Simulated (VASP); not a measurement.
A run of VASP 6.6.1 is set up as follows.

INCAR

```
SYSTEM = HfC
PREC = Accurate ; ENCUT = 520
EDIFF = 1E-6 ; ISMEAR = 0
SIGMA = 0.017 ; LREAL = .FALSE.
LASPH = .TRUE. ; NELM = 100
ALGO = Normal ; ISIF = 2
LWAVE = .FALSE. ; LCHARG = .FALSE.
GGA = PE ; NBANDS = 14
```

KPOINTS

```
regular mesh
0
G
  12 12 12
  0 0 0
```

Contents of POSCAR:

```
HfC
1.0
   -1.3966732300      2.4971805100      1.8473367300
    1.3966732300     -2.4971805100      1.8473367300
    1.3966732300      2.4971805100     -1.8473367300
Hf C
1 1
Direct
    0.9847118300      0.9847118300      0.0000000000
    0.6794548300      0.1794548300      0.5000000000
```

Potentials or basis: VASP PAW PBE potentials, release 64 (Hf_pv, C).

Launch:

```sh
$ cat potpaw_PBE.64/Hf_pv/POTCAR potpaw_PBE.64/C/POTCAR > POTCAR
$ mpirun -np 1 vasp_std > vasp.out
```

Estimate the band gap on the k mesh.

0.36 eV, indirect (least direct gap 0.86 eV).

What does it give for the largest force?

11.756 eV/Å.

Estimate the pressure.

68.0 GPa.

Stress tensor (GPa, compression positive):
```
169.39   0.00   0.00
  0.00 -23.90   0.00
  0.00   0.00  58.55
```

Caveat: spin-orbit coupling is left out, which moves the levels of the heavy elements; forces of over 1 eV/Å act on the atoms, so gaps and moduli don't describe the material at rest. A k mesh can miss the band edges.
